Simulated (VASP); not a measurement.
A run of VASP 6.6.1 is set up as follows.

File INCAR:

```
PREC = Accurate ; ENCUT = 520
EDIFF = 1E-6 ; ISMEAR = 1
SIGMA = 0.1 ; LREAL = F
LASPH = T ; NELM = 120
ALGO = Normal ; ISIF = 2
LWAVE = F ; LCHARG = F
GGA = PE ; NBANDS = 76
GGA_COMPAT = F
```

Contents of KPOINTS:

```
Automatic mesh
0
Gamma
  3 3 3
```

File POSCAR:

```
Hf8N9
1.0
    0.0000000000      4.5120000000      4.5120000000
    4.5120000000      0.0000000000      4.5120000000
    4.5120000000      4.5120000000      0.0000000000
Hf N
8 9
Direct
   -0.0007293409     -0.0007293409     -0.0007293409
   -0.0007293409     -0.0007293409      0.5021880226
   -0.0007293409      0.5021880226     -0.0007293409
    0.0014704641      0.4995098453      0.4995098453
    0.5021880226     -0.0007293409     -0.0007293409
    0.4995098453      0.0014704641      0.4995098453
    0.4995098453      0.4995098453      0.0014704641
    0.4995098453      0.4995098453      0.4995098453
    0.2653091738      0.2653091738      0.2653091738
    0.2653091738      0.2653091738      0.7040724787
    0.2653091738      0.7040724787      0.2653091738
    0.2473486836      0.7508837721      0.7508837721
    0.7040724787      0.2653091738      0.2653091738
    0.7508837721      0.2473486836      0.7508837721
    0.7508837721      0.7508837721      0.2473486836
    0.7508837721      0.7508837721      0.7508837721
    0.1250000000      0.1250000000      0.1250000000
```

Potentials or basis: VASP PAW PBE potentials, release 64 (Hf_pv, N).

Launch:

```console
$ cat potpaw_PBE.64/Hf_pv/POTCAR potpaw_PBE.64/N/POTCAR > POTCAR
$ mpirun -np 1 vasp_std > vasp.out
```

What does it give for the band gap on the k mesh?

Zero (an odd number of electrons rules out a gap without spin polarisation).

Estimate the pressure.

23.0 GPa.

Predict the largest force.

0.080 eV/Å.

Forces in eV/Å, atoms in the order of the input:
```
Hf   0.030  0.030  0.030
Hf  -0.030 -0.030  0.030
Hf  -0.030  0.030 -0.030
Hf  -0.046  0.046  0.046
Hf   0.030 -0.030 -0.030
Hf   0.046 -0.046  0.046
Hf   0.046  0.046 -0.046
Hf  -0.046 -0.046 -0.046
N    0.018  0.018  0.018
N   -0.018 -0.018  0.018
N   -0.018  0.018 -0.018
N    0.001 -0.001 -0.001
N    0.018 -0.018 -0.018
N   -0.001  0.001 -0.001
N   -0.001 -0.001  0.001
N    0.001  0.001  0.001
N    0.000  0.000  0.000
```

Caveat: the k points lie up to 0.40 Å⁻¹ apart, too coarse for converged energies and pressures of a metal; spin-orbit coupling is left out, which moves the levels of the heavy elements.
